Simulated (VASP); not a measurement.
Runs of VASP 6.6.1 on SnSe. Symmetry: F-43m, No. 216, cubic system. The conventional cell has a = 6.728 Å, b = 6.728 Å, c = 6.728 Å, α = 90.00°, β = 90.00°, γ = 90.00°. Sn (site symmetry -43m) has 4 Se at 2.91 Å within 3.8 Å. Se (site symmetry -43m) has 4 Sn at 2.91 Å within 3.8 Å. 

| level | smearing | grid for exact exchange (PRECFOCK) | share of exact exchange | screening parameter | gap on the mesh (eV) | pressure (GPa) |
| --- | --- | --- | --- | --- | --- | --- |
| PBE-based screened hybrid with 35 % exact exchange | fermi-dirac 0.02 eV | Normal | 0.35 | 0.5 1/Å | (c) | (a) |
| PBE-based global hybrid with 75 % exact exchange | fermi-dirac 0.02 eV | Normal | 0.75 | - | (b) | -1.0 |
| PBE-based screened hybrid with 75 % exact exchange | fermi-dirac 0.02 eV | Normal | 0.75 | 0.5 1/Å | 0.34 | -0.5 |
| HSE06 | fermi-dirac 0.02 eV | Normal | 0.25 | 0.2079 1/Å | 0.31 | 0.1 |
| PBE | fermi-dirac 0.02 eV | - | - | - | none | 0.2 |
| PBE-based global hybrid with 35 % exact exchange | fermi-dirac 0.02 eV | Normal | 0.35 | - | 1.38 | -0.2 |
| HSE06 | gaussian 0.001 eV | Normal | 0.25 | 0.2079 1/Å | 0.31 | 0.1 |

Alike in all rows: task single point; potentials or basis VASP PAW PBE potentials, release 64 (Sn_d, Se); no spin polarisation; cell as given; k mesh 4 × 4 × 4; cutoff (eV) 520.

Task: Fill in the values left out.

Result: (a) 0.0; (b) 3.22; (c) 0.13.

Caveats: some runs use coarse meshes; the structure was generated, so it needn't be the stable form of SnSe; spin-orbit coupling is left out, which moves the levels of the heavy elements; the PAW data sets were made with another functional, which shifts forces and pressure a little (at least some runs); semilocal functionals underestimate gaps, and a narrow one can read as zero (at least some runs).

A k mesh can miss the band edges, and the runs leave out spin-orbit coupling on Se, Sn.

A gap of «none» marks levels without a gap at the run's occupations.
